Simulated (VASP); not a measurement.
# W (Pbcm) in VASP: further runs, part 2 of 2

VASP 6.6.1. Earlier steps stand in the parts before.

**3. Single point, r2SCAN**

POSCAR

```
W
1.0
    2.8096620000      0.0000000000      0.0000000000
    0.0000000000      4.8638700000      0.0000000000
    0.0000000000      0.0000000000      4.9236950000
W
4
Direct
    0.7931720000      0.5631570000      0.2500000000
    0.2068280000      0.0631570000      0.2500000000
    0.2068280000      0.4368430000      0.7500000000
    0.7931720000      0.9368430000      0.7500000000
```

INCAR.step1

```
SYSTEM = W
PREC = Accurate
ENCUT = 550
ISMEAR = 1
SIGMA = 0.2
LREAL = .False.
LASPH = .True.
NELM = 120
NBANDS = 36
GGA = PE
ALGO = Normal
EDIFF = 1E-5
LWAVE = .True.
LCHARG = .False.
GGA_COMPAT = .False.
```

INCAR.step2

```
SYSTEM = W
PREC = Accurate
ENCUT = 550
EDIFF = 1E-6
ISMEAR = 1
SIGMA = 0.2
LREAL = .False.
LASPH = .True.
NELM = 120
ALGO = Normal
ISIF = 2
LWAVE = .False.
LCHARG = .False.
METAGGA = R2SCAN
LMIXTAU = .True.
NBANDS = 36
ISTART = 1
GGA_COMPAT = .False.
```

KPOINTS

```
regular mesh
0
Gamma
  8 5 4
  0 0 0
```

Potentials or basis: VASP PAW PBE potentials, release 64 (W_sv).

On the command line:

```sh
> cat potpaw_PBE.64/W_sv/POTCAR > POTCAR
> cp INCAR.step1 INCAR
> mpirun -np 1 vasp_std > vasp.out
> cp INCAR.step2 INCAR
> mpirun -np 1 vasp_std > vasp.out
```

OUTCAR:

```text
SYSTEM = W
   PREC = Accurate
   ENCUT = 550
   EDIFF = 1E-6
   ISMEAR = 1
   LREAL = .False.
   LASPH = .True.
   NELM = 120
   ISIF = 2
   METAGGA = R2SCAN
   ISTART = 1

 ion  position               nearest neighbor table
   1  0.793  0.563  0.250-   2 2.70   2 2.70   3 2.79   3 2.79   2 2.94   2 2.94   3 3.03   3 3.03
                             4 3.06   4 3.06
   2  0.207  0.063  0.250-   1 2.70   1 2.70   4 2.79   4 2.79   1 2.94   1 2.94   4 3.03   4 3.03
                             3 3.06   3 3.06
   3  0.207  0.437  0.750-   4 2.70   4 2.70   1 2.79   1 2.79   4 2.94   4 2.94   1 3.03   1 3.03
                             2 3.06   2 3.06
   4  0.793  0.937  0.750-   3 2.70   3 2.70   2 2.79   2 2.79   3 2.94   3 2.94   2 3.03   2 3.03
                             1 3.06   1 3.06

  LATTYP: Found a simple orthorhombic cell.
 ALAT       =     2.8096620000
 B/A-ratio  =     1.7311228183
 C/A-ratio  =     1.7524154151

  Lattice vectors:

 A1 = (   2.8096620000,   0.0000000000,   0.0000000000)
 A2 = (   0.0000000000,   4.8638700000,   0.0000000000)
 A3 = (   0.0000000000,   0.0000000000,   4.9236950000)

Analysis of symmetry for initial positions (statically):
=====================================================================
 Subroutine PRICEL returns:
 Original cell was already a primitive cell.

 Routine SETGRP: Setting up the symmetry group for a
 simple orthorhombic supercell.

 Subroutine GETGRP returns: Found  8 space group operations
 (whereof  2 operations were pure point group operations)
 out of a pool of  8 trial point group operations.

The static configuration has the point symmetry S_2 .
 The point group associated with its full space group is D_2h.

Analysis of symmetry for dynamics (positions and initial velocities):
=====================================================================
 Subroutine PRICEL returns:
[... 131 lines left out ...]
   IALGO  =     38    algorithm
   IMIX   =      4    mixing-type and parameters
     AMIX     =   0.40;   BMIX     =  1.00
     AMIX_MAG =   1.60;   BMIX_MAG =  1.00
  volume/ion in A,a.u.               =      16.82       113.52
  Fermi-wavevector in a.u.,A,eV,Ry     =   1.539909  2.910006 32.263772  2.371320
  Thomas-Fermi vector in A             =   2.646071
   LORBIT       =      0    0 simple, 1 ext, 2 COOP (PROOUT), +10 PAW based schemes
   METAGGA = R2SCAN    functional components
   LHFCALC =     F    Hartree Fock is set to
   AEXX    =    0.0000 exact exchange contribution
   IVDW    =     0    specifies the selected vdW correction
   LEPSILON=     F    determine dielectric tensor
   LRPA    =     F    only Hartree local field effects (RPA)
 non-spin polarized calculation
 Methfessel and Paxton  Order N= 1 SIGMA  =   0.20
  energy-cutoff  :      550.00
  volume of cell :       67.29
 maximum number of plane-waves:      1998
 NGX is ok and might be reduce to    24
   NGX = 11   NGY = 19   NGZ = 19

 number of electron      56.0000012 magnetization

 Free energy of the ion-electron system (eV)
  ---------------------------------------------------
  ext. energy  EPLUGINS =         0.00000000
  ---------------------------------------------------
  free energy    TOTEN  =      -203.13247799 eV

  energy without entropy =     -203.12918223  energy(sigma->0) =     -203.13137940

 E-fermi :  10.1550     XC(G=0): -14.5369

 val. band max:       10.1408217171   @ k =   0.1250   0.2000   0.0000
 cond. band min:      10.1585571888   @ k =   0.1250   0.0000   0.2500
 fundamental gap:      0.0177354717
 Fermi energy:        10.1550252638

 k-point     1 :       0.0000    0.0000    0.0000
  band No.  band energies     occupation
      1     -65.6283      2.00000
      2     -65.5414      2.00000
      3     -65.5044      2.00000
      4     -65.4499      2.00000
      5     -29.7850      2.00000
      6     -29.7232      2.00000
[... 925 lines left out ...]
     35      14.2120      0.00000
     36      14.6383      0.00000

 [... further k-points ...]

------------------------ aborting loop because EDIFF is reached ----------------------------------------

  FORCE on cell =-STRESS in cart. coord.  units (eV):
  Direction    XX          YY          ZZ          XY          YZ          ZX
  --------------------------------------------------------------------------------------
  -------------------------------------------------------------------------------------
  Total       -3.4418436     -2.3804412     -1.5296337      0.0000000      0.0000000      0.0000000
  in kB      -81.9548272    -56.6814387    -36.4225913      0.0000000      0.0000000      0.0000000
  external PRESSURE =     -58.3529524 kB  Pullay stress =       0.0000000 kB

 VOLUME and BASIS-vectors are now :
 -----------------------------------------------------------------------------
  energy-cutoff  :      550.00
  volume of cell :       67.29
      direct lattice vectors                 reciprocal lattice vectors
     2.809662000  0.000000000  0.000000000     0.355914697  0.000000000  0.000000000
     0.000000000  4.863870000  0.000000000     0.000000000  0.205597600  0.000000000
     0.000000000  0.000000000  4.923695000     0.000000000  0.000000000  0.203099501

 POSITION                                       TOTAL-FORCE (eV/Angst)
 -----------------------------------------------------------------------------------
      2.22855      2.73912      1.23092         0.142342     -0.176357      0.000000
      0.58112      0.30719      1.23092        -0.142342     -0.176357      0.000000
      0.58112      2.12475      3.69277        -0.142342      0.176357      0.000000
      2.22855      4.55668      3.69277         0.142342      0.176357      0.000000
 -----------------------------------------------------------------------------------
    total drift:                                0.000000     -0.000000     -0.000000

  FREE ENERGIE OF THE ION-ELECTRON SYSTEM (eV)
  ---------------------------------------------------
  free  energy   TOTEN  =      -203.1324779927 eV

  energy  without entropy=     -203.1291822295  energy(sigma->0) =     -203.13137940
```

OSZICAR.step1:

```text
N       E                     dE             d eps       ncg     rms          rms(c)
DAV:   1     0.741135167460E+03    0.74114E+03   -0.34426E+04  3240   0.189E+03
DAV:   2    -0.126055883349E+02   -0.75374E+03   -0.73959E+03  3352   0.591E+02
DAV:   3    -0.511071837839E+02   -0.38502E+02   -0.36898E+02  3920   0.127E+02
DAV:   4    -0.522095977803E+02   -0.11024E+01   -0.10835E+01  3844   0.196E+01
DAV:   5    -0.522262615629E+02   -0.16664E-01   -0.16640E-01  3824   0.263E+00    0.372E+01
DAV:   6    -0.503011243782E+02    0.19251E+01   -0.27984E+00  3692   0.123E+01    0.145E+01
DAV:   7    -0.498240155607E+02    0.47711E+00   -0.14980E+00  3836   0.822E+00    0.111E+00
DAV:   8    -0.498089847106E+02    0.15031E-01   -0.40892E-02  3672   0.152E+00    0.248E-01
DAV:   9    -0.498086159026E+02    0.36881E-03   -0.19841E-03  4208   0.285E-01    0.912E-02
DAV:  10    -0.498086206340E+02   -0.47313E-05   -0.92526E-05  3500   0.620E-02
   1 F= -.49808621E+02 E0= -.49806195E+02  d E =-.727739E-02
```

It took 2.1 min on 1 thread of Intel Xeon 6975P-C (Granite Rapids), shared host; peak memory 0.25 GiB.

What came out:

* Free energy: -203.1325 eV
* Pressure: -5.8 GPa
* Largest force: 0.227 eV/Å
* Band gap on the k mesh: zero (bands 28 and 29 overlap by 1.00 eV)

Forces on the atoms (eV/Å):
```
W    0.142 -0.176  0.000
W   -0.142 -0.176  0.000
W   -0.142  0.176  0.000
W    0.142  0.176  0.000
```

Levels at points of the mesh, in eV from the Fermi level:
| k point | band 24 | band 25 | band 26 | band 27 | band 28 | band 29 | band 30 | band 31 | band 32 | band 33 |
| --- | --- | --- | --- | --- | --- | --- | --- | --- | --- | --- |
| (0.00, 0.00, 0.00) | -0.60 | -0.49 | -0.44 | -0.38 | -0.30 | -0.27 | -0.12 | 0.65 | 1.74 | 2.73 |
| (0.50, 0.00, 0.00) | -2.48 | -1.84 | -1.73 | -1.28 | -1.13 | 0.21 | 0.24 | 0.51 | 2.97 | 3.37 |
| (0.00, 0.00, 0.50) | -2.31 | -0.82 | -0.82 | -0.06 | -0.06 | 0.63 | 0.63 | 1.96 | 1.96 | 3.42 |
| (0.50, 0.00, 0.50) | -2.44 | -1.93 | -1.93 | -1.15 | -1.15 | 0.82 | 0.82 | 1.30 | 1.30 | 4.10 |

Caveat: the cell stands under tension; the PAW data sets were made with another functional, which shifts forces and pressure a little; spin-orbit coupling is left out, which moves the levels of the heavy elements.

**4. Single point, r2SCAN**

POSCAR is that of step 3.

INCAR.step1

```
ALGO = Normal
EDIFF = 1E-5
ENCUT = 550
GGA = PE
GGA_COMPAT = F
ISMEAR = 1
LASPH = T
LCHARG = F
LREAL = F
LWAVE = T
NBANDS = 36
NELM = 120
PREC = Accurate
SIGMA = 0.1
```

INCAR.step2

```
ALGO = Normal
EDIFF = 1E-6
ENCUT = 550
GGA_COMPAT = F
ISIF = 2
ISMEAR = 1
ISTART = 1
LASPH = T
LCHARG = F
LMIXTAU = T
LREAL = F
LWAVE = F
METAGGA = R2SCAN
NBANDS = 36
NELM = 120
PREC = Accurate
SIGMA = 0.1
```

KPOINTS

```
k-points
0
Gamma
  8 5 4
```

On the command line:

```sh
> cat potpaw_PBE.64/W_sv/POTCAR > POTCAR
> cp INCAR.step1 INCAR
> mpirun -np 1 vasp_std > vasp.out
> cp INCAR.step2 INCAR
> mpirun -np 1 vasp_std > vasp.out
```

Run time: 2.2 min. Hardware: 1 thread of Intel Xeon 6975P-C (Granite Rapids), shared host; peak memory 0.24 GiB.

Results (log left out):

- Free energy: -203.1308 eV
- Pressure: -5.7 GPa
- Largest force: 0.240 eV/Å
- Band gap on the k mesh: zero (bands 28 and 29 overlap by 1.00 eV)

Forces on the atoms (eV/Å):
```
W    0.170 -0.170  0.000
W   -0.170 -0.170  0.000
W   -0.170  0.170  0.000
W    0.170  0.170  0.000
```

Stress tensor (GPa, compression positive):
```
-7.58  0.00  0.00
 0.00 -6.11  0.00
 0.00  0.00 -3.43
```

Levels at points of the mesh, in eV from the Fermi level:
| k point | band 26 | band 27 | band 28 | band 29 | band 30 | band 31 |
| --- | --- | --- | --- | --- | --- | --- |
| (0.00, 0.00, 0.00) | -0.45 | -0.39 | -0.31 | -0.28 | -0.13 | 0.64 |
| (0.50, 0.00, 0.00) | -1.74 | -1.30 | -1.15 | 0.20 | 0.23 | 0.49 |
| (0.00, 0.00, 0.50) | -0.83 | -0.08 | -0.08 | 0.62 | 0.62 | 1.95 |
| (0.50, 0.00, 0.50) | -1.94 | -1.17 | -1.17 | 0.81 | 0.81 | 1.29 |

Caveat: the cell stands under tension; the PAW data sets were made with another functional, which shifts forces and pressure a little; spin-orbit coupling is left out, which moves the levels of the heavy elements.

**5. Single point, r2SCAN**

POSCAR is that of step 4.

INCAR.step1

```
  PREC = Accurate
  ENCUT = 550
  ISMEAR = 1
  SIGMA = 0.05
  LREAL = False
  LASPH = True
  NELM = 120
  NBANDS = 36
  GGA = PE
  ALGO = Normal
  EDIFF = 1E-5
  LWAVE = True
  LCHARG = False
  GGA_COMPAT = False
```

INCAR.step2

```
  PREC = Accurate
  ENCUT = 550
  EDIFF = 1E-6
  ISMEAR = 1
  SIGMA = 0.05
  LREAL = False
  LASPH = True
  NELM = 120
  ALGO = Normal
  ISIF = 2
  LWAVE = False
  LCHARG = True
  METAGGA = R2SCAN
  LMIXTAU = True
  LELF = True
  LVHAR = True
  NBANDS = 36
  ISTART = 1
  GGA_COMPAT = False
```

KPOINTS

```
regular mesh
0
Gamma
  8 5 4
```

On the command line:

```sh
> cat potpaw_PBE.64/W_sv/POTCAR > POTCAR
> cp INCAR.step1 INCAR
> mpirun -np 1 vasp_std > vasp.out
> cp INCAR.step2 INCAR
> mpirun -np 1 vasp_std > vasp.out
```

Wall time 2.7 min (1 thread of Intel Xeon 6975P-C (Granite Rapids), shared host); peak memory 0.24 GiB.

It converged, with:

| Item | Value |
| --- | --- |
| Free energy | -203.1301 eV |
| Pressure | -5.7 GPa |
| Largest force | 0.242 eV/Å |
| Band gap on the k mesh | zero (bands 28 and 29 overlap by 1.00 eV) |

Forces in eV/Å, atoms in the order of the input:
```
W    0.180 -0.161  0.000
W   -0.180 -0.161  0.000
W   -0.180  0.161  0.000
W    0.180  0.161  0.000
```

Stress tensor (GPa, compression positive):
```
-7.46  0.00  0.00
 0.00 -6.30  0.00
 0.00  0.00 -3.31
```

Levels at points of the mesh, in eV from the Fermi level:
| k point | band 26 | band 27 | band 28 | band 29 | band 30 | band 31 |
| --- | --- | --- | --- | --- | --- | --- |
| (0.00, 0.00, 0.00) | -0.46 | -0.39 | -0.32 | -0.28 | -0.13 | 0.64 |
| (0.50, 0.00, 0.00) | -1.74 | -1.30 | -1.15 | 0.20 | 0.22 | 0.49 |
| (0.00, 0.00, 0.50) | -0.83 | -0.08 | -0.08 | 0.61 | 0.61 | 1.94 |
| (0.50, 0.00, 0.50) | -1.94 | -1.17 | -1.17 | 0.80 | 0.80 | 1.29 |

Caveat: the cell stands under tension; the PAW data sets were made with another functional, which shifts forces and pressure a little; spin-orbit coupling is left out, which moves the levels of the heavy elements.

**6. The runs side by side**

```tsv
smearing	gap on the mesh (eV)	pressure (GPa)	largest force (eV/Å)
methfessel-paxton 0.3 eV	none	-5.9	0.19
methfessel-paxton 0.2 eV	none	-5.8	0.23
methfessel-paxton 0.1 eV	none	-5.7	0.24
methfessel-paxton 0.05 eV	none	-5.7	0.24
```

Alike in all rows: task single point; level r2SCAN; potentials or basis VASP PAW PBE potentials, release 64 (W_sv); no spin polarisation; cell as given; k mesh 8 × 5 × 4; cutoff (eV) 550.

Caveats: the cell stands under tension; the PAW data sets were made with another functional, which shifts forces and pressure a little; spin-orbit coupling is left out, which moves the levels of the heavy elements.

Absolute energies hang on the potentials; compare differences alone.
